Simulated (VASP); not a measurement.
**TaNbO: single point with PBE**

TaNbO:

```
Ta Nb O
1.0
     3.89514    0.00000    0.00000
     0.00000    3.89514    0.00000
     0.00000    0.00000    3.90186
Ta Nb O
1 1 1
Direct
  0.00000 0.00000 0.00000
  0.50000 0.50000 0.00000
  0.00000 0.00000 0.50000
```

```json
{
  "Program": "VASP 6.6.1",
  "Task": "single point",
  "Functional": "PBE",
  "Potentials or basis": "VASP PAW PBE potentials, release 64 (Ta_pv, Nb_sv, O)",
  "Cutoff": "520 eV",
  "k mesh": "12 × 12 × 12",
  "Occupations": "gaussian, width 0.1 eV",
  "Spin": "no spin polarisation",
  "Dipole correction": "no",
  "Further INCAR settings": "ALGO = Normal; EDIFF = 1e-06; NBANDS = 22"
}
```

- Pressure: 0.2 GPa
- Band gap on the k mesh: zero (bands 15 and 16 overlap by 1.31 eV)

Stress tensor (GPa, compression positive):
```
-0.02  0.00  0.00
 0.00 -0.02  0.00
 0.00  0.00  0.61
```

Levels at points of the mesh, in eV from the Fermi level:
```csv
k point,band 13,band 14,band 15,band 16,band 17,band 18
"(0.00, 0.00, 0.00)",-3.66,-2.66,-0.90,-0.21,-0.21,3.23
"(0.50, 0.00, 0.00)",-0.99,-0.09,0.34,0.41,0.47,0.56
"(0.50, 0.50, 0.00)",-2.09,-1.33,-1.33,-0.53,1.67,2.18
"(0.00, 0.00, 0.50)",-3.45,-2.59,0.76,0.76,0.89,2.34
"(0.50, 0.00, 0.50)",-1.46,-0.67,0.21,0.53,0.66,1.55
"(0.50, 0.50, 0.50)",-1.90,0.33,0.33,1.71,2.24,2.57
```

Wall time 2.9 min on 1 thread of Intel(R) Xeon(R) Platinum 8375C CPU @ 2.90GHz (Ice Lake), on a shared host, peak memory 0.38 GiB.

Caveat: spin-orbit coupling is left out, which moves the levels of the heavy elements.
